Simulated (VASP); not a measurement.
A run of VASP 6.6.1:

Contents of INCAR:

```
PREC = Accurate
ENCUT = 520
EDIFF = 1E-6
ISMEAR = 0
SIGMA = 0.1
LREAL = F
LASPH = T
NELM = 100
ALGO = Normal
ISIF = 2
LWAVE = F
LCHARG = T
GGA = PE
LELF = T
LVHAR = T
NBANDS = 17
```

Contents of KPOINTS:

```
Automatic mesh
0
Gamma
  2 2 2
```

POSCAR

```
PbS
1.0
    3.6536590000      0.0000000000      0.0000000000
    0.0000000000      3.6536590000      0.0000000000
    0.0000000000      0.0000000000      3.6536590000
Pb S
1 1
Direct
    0.0000000000      0.0000000000      0.0000000000
    0.5000000000      0.5000000000      0.5000000000
```

Potentials or basis: VASP PAW PBE potentials, release 64 (Pb_d, S).

Launch:

```bash
$ cat potpaw_PBE.64/Pb_d/POTCAR potpaw_PBE.64/S/POTCAR > POTCAR
$ mpirun -np 1 vasp_std > vasp.out
```

Hardware: 1 thread of Intel(R) Xeon(R) Platinum 8488C (Sapphire Rapids), on a shared host.

Q: How long does it take, and how much memory?

A: Run time: 3.9 s on 1 thread of Intel(R) Xeon(R) Platinum 8488C (Sapphire Rapids) (shared host), peak memory 0.15 GiB. Counts: scf iterations 13, k points 4.
